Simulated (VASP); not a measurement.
A run of VASP 6.6.1 is set up as follows.

File INCAR:

```
SYSTEM = PtC18
PREC = Accurate ; ENCUT = 520
EDIFF = 1E-6 ; ISMEAR = 0
SIGMA = 0.02 ; LREAL = Auto
LASPH = .True. ; NELM = 60
ALGO = Normal ; ISIF = 2
LWAVE = .False. ; LCHARG = .False.
GGA = PE ; NBANDS = 56
```

File KPOINTS:

```
regular mesh
0
Gamma
  2 2 1
  0 0 0
```

File POSCAR:

```
PtC18
1.0
    7.3980000000      0.0000000000      0.0000000000
   -3.6990000000      6.4068560000      0.0000000000
    0.0000000000      0.0000000000     12.0000000000
C Pt
18 1
Direct
   -0.0025614338     -0.0057852088      0.0807347500
    0.2200134725      0.1062169963      0.0804718333
   -0.0016845849      0.3254702462      0.0856837500
    0.2204389501      0.4396875784      0.0797885833
   -0.0008312918      0.6644980003      0.1001123333
    0.2232363866      0.7753581476      0.0858003333
    0.3305737139     -0.0057936373      0.0806787500
    0.5536366273      0.1066187534      0.0805381667
    0.3306405617      0.3274698230      0.0781392500
    0.5530738876      0.4396871102      0.0797871667
    0.3311847088      0.6611490878      0.0798259167
    0.5535867425      0.7733381240      0.0781707500
    0.6642272574     -0.0053892268      0.0803593333
    0.8868132616      0.1066081398      0.0806709167
    0.6609717102      0.3254849180      0.0855803333
    0.8850489136      0.4363046399      0.0999979167
    0.6638312431      0.6611431566      0.0798478333
    0.8859219366      0.7753464414      0.0857820833
    0.9423213985      0.5501737514      0.2630292500
```

Potentials or basis: VASP PAW PBE potentials, release 64 (C, Pt).

Run with:

```console
$ cat potpaw_PBE.64/C/POTCAR potpaw_PBE.64/Pt/POTCAR > POTCAR
$ mpirun -np 1 vasp_std > vasp.out
```

Q: Estimate the largest force.

A: 0.087 eV/Å.

Q: Predict the band gap on the k mesh.

A: 0.29 eV, direct.

Forces on the atoms (eV/Å):
```
C   -0.007  0.009 -0.004
C    0.002 -0.002 -0.006
C   -0.001  0.013 -0.003
C    0.005 -0.005 -0.002
C   -0.009  0.025 -0.036
C    0.010 -0.010 -0.015
C    0.020  0.014  0.000
C   -0.013 -0.014  0.014
C   -0.002  0.013  0.001
C   -0.008 -0.007  0.002
C    0.000 -0.002  0.003
C   -0.001 -0.009  0.000
C   -0.001  0.009  0.000
C    0.005 -0.011 -0.006
C    0.013  0.002  0.000
C    0.006 -0.024 -0.035
C   -0.015  0.001  0.003
C    0.002 -0.002 -0.003
Pt  -0.006 -0.001  0.087
```

Caveat: the k points lie up to 0.49 Å⁻¹ apart; spin-orbit coupling is left out, which moves the levels of the heavy elements.
